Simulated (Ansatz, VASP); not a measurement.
## Two plane-wave programs on BiBrO

Contents of INCAR:

```
PREC = Accurate
ENCUT = 520
EDIFF = 1E-6
ISMEAR = 0
SIGMA = 0.05
LREAL = F
LASPH = T
NELM = 80
ALGO = Normal
ISIF = 2
LWAVE = F
LCHARG = F
NBANDS = 37
```

File KPOINTS:

```
regular mesh
0
Gamma
  8 8 4
```

POSCAR

```
BiBrO
1.0
    3.8179000000      0.0000000000      0.0000000000
    0.0000000000      3.8179000000      0.0000000000
    0.0000000000      0.0000000000      7.7553000000
Bi Br O
2 2 2
Direct
    0.0000000000      0.5000000000      0.1575579020
    0.5000000000      0.0000000000      0.8424420980
    0.0000000000      0.5000000000      0.6517216503
    0.5000000000      0.0000000000      0.3482783497
    0.0000000000      0.0000000000      0.0000000000
    0.5000000000      0.5000000000      0.0000000000
```

Input for Ansatz:

```yaml
crystal:
  lattice:
    - [3.8179, 0.0, 0.0]
    - [0.0, 3.8179, 0.0]
    - [0.0, 0.0, 7.7553]
  atoms:
    - { symbol: Bi, position: [0.0, 0.5, 0.157557902] }
    - { symbol: Bi, position: [0.5, 0.0, 0.842442098] }
    - { symbol: Br, position: [0.0, 0.5, 0.6517216503] }
    - { symbol: Br, position: [0.5, 0.0, 0.3482783497] }
    - { symbol: O, position: [0.0, 0.0, 0.0] }
    - { symbol: O, position: [0.5, 0.5, 0.0] }
basis:
  ecutwfc: 520.0
kpoints:
  mp_grid: { grid: [8, 8, 4] }
hamiltonian:
  xc: lda
  pseudopotentials: { kind: paw }
scf:
  occupations: { method: gaussian, width: 0.05 }
output:
  forces: true
  stress: true
  eigenvalues: true
```

Alike in both runs: task single point; functional LDA; k mesh 8 × 8 × 4; occupations gaussian, width 0.05 eV; no spin polarisation.

```csv
,VASP,Ansatz
version,VASP 6.6.1,Ansatz 0.2.0
potentials or method,"VASP PAW LDA potentials, release 64 (Bi_d, Br, O), cutoff 520 eV","scalar-relativistic, plane waves, PAW"
valence electrons in the cell,56,56
```

```tsv
	VASP	Ansatz	Ansatz less VASP
gap on the k mesh at the Fermi level (eV)	2.01	2.03	+0.021
least direct gap on the mesh (eV)	2.27	2.28	+0.010
pressure (GPa)	6.0	5.6	-0.38
traceless stress, the component that is largest in VASP (GPa)	-0.94	-0.88	+0.060
rms of the force components (eV/Å)	0.254	0.223	-0.0309
```

LDA's correlation is that of Perdew and Zunger in VASP and of Perdew and Wang (1992) in Ansatz. Atom by atom the forces differ by 0.031 eV/Å (rms over components).

Spin-orbit coupling is off throughout.
